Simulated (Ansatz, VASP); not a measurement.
# Ir: VASP beside Ansatz

INCAR

```
PREC = Accurate ; ENCUT = 520
EDIFF = 1E-7 ; ISMEAR = 0
SIGMA = 0.15 ; LREAL = False
LASPH = True ; NELM = 60
ALGO = Fast ; ISIF = 2
LWAVE = False ; LCHARG = False
GGA = PE ; NBANDS = 10
```

KPOINTS

```
regular mesh
0
Gamma
  22 22 22
```

File POSCAR:

```
Ir
1.0
    0.0000000000      2.0374095884      1.7458562763
    2.0374095884      0.0000000000      1.7458562763
    2.0374095884      2.0374095884      0.0000000000
Ir
1
Direct
    0.0000000000      0.0000000000      0.0000000000
```

Input for Ansatz:

```yaml
crystal:
  lattice:
    - [0.0, 2.0374095884, 1.7458562763]
    - [2.0374095884, 0.0, 1.7458562763]
    - [2.0374095884, 2.0374095884, 0.0]
  atoms:
    - { symbol: Ir, position: [0.0, 0.0, 0.0] }
basis:
  ecutwfc: 420
kpoints:
  mp_grid: { grid: [22, 22, 22] }
hamiltonian:
  xc: pbe
  pseudopotentials: { kind: paw, azcp: { folder: soft_1 } }
scf:
  occupations: { method: gaussian, width: 0.15 }
output:
  forces: true
  stress: true
  eigenvalues: true
```

Alike in both runs: task single point; functional PBE; k mesh 22 × 22 × 22; occupations gaussian, width 0.15 eV; no spin polarisation.

```csv
,VASP,Ansatz
version,VASP 6.6.1,Ansatz 0.2.0
potentials or method,"VASP PAW PBE potentials, release 64 (Ir), cutoff 520 eV","scalar-relativistic, plane waves, PAW"
valence electrons in the cell,9,17
```

Ansatz gave:

```
gap on the k mesh at the Fermi level (eV)                     : none
pressure (GPa)                                                : 4.4
traceless stress, the component that is largest in VASP (GPa) : 28.76
```

Problem. Estimate VASP's values.

Solution. gap on the k mesh at the Fermi level (eV): none; pressure (GPa): 5.1; traceless stress, the component that is largest in VASP (GPa): 28.58.

A gap of «none» marks a metal or a gap that the smearing closes. VASP's potentials hold 9 valence electrons a cell and Ansatz's 17, so a difference there can come from the potentials and not from the codes.

Neither program's run includes spin-orbit coupling.
